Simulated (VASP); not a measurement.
Here is a VASP 6.6.1 calculation.

Contents of INCAR:

```
SYSTEM = CeO2
  PREC = Accurate
  ENCUT = 520
  EDIFF = 1E-7
  ISMEAR = -1
  SIGMA = 0.05
  LREAL = .False.
  LASPH = .True.
  NELM = 150
  ALGO = Normal
  ISIF = 2
  LWAVE = .False.
  LCHARG = .False.
  ISPIN = 2
  MAGMOM = 1 0 0
  LORBIT = 11
  LMAXMIX = 6
  GGA = RE
  IVDW = 12
  NBANDS = 23
```

KPOINTS

```
Automatic mesh
0
Gamma
  9 9 9
  0 0 0
```

POSCAR

```
CeO2
1.0
    0.0000000000      2.6671097099      2.6671097099
    2.6671097099      0.0000000000      2.6671097099
    2.6671097099      2.6671097099      0.0000000000
Ce O
1 2
Direct
    0.0000000000      0.0000000000      0.0000000000
    0.7500000000      0.7500000000      0.7500000000
    0.2500000000      0.2500000000      0.2500000000
```

Potentials or basis: VASP PAW PBE potentials, release 64 (Ce, O).

Run with:

```console
$ cat potpaw_PBE.64/Ce/POTCAR potpaw_PBE.64/O/POTCAR > POTCAR
$ mpirun -np 1 vasp_std > vasp.out
```

Task: What does it give for the dispersion energy per atom?

Result: -0.479 eV.

Task: What does it give for the net moment?

Result: 0.00 μB per cell.

Caveat: the magnetic or orbital state may not be the lowest. The state reached can hang on the start; a lower one may exist.
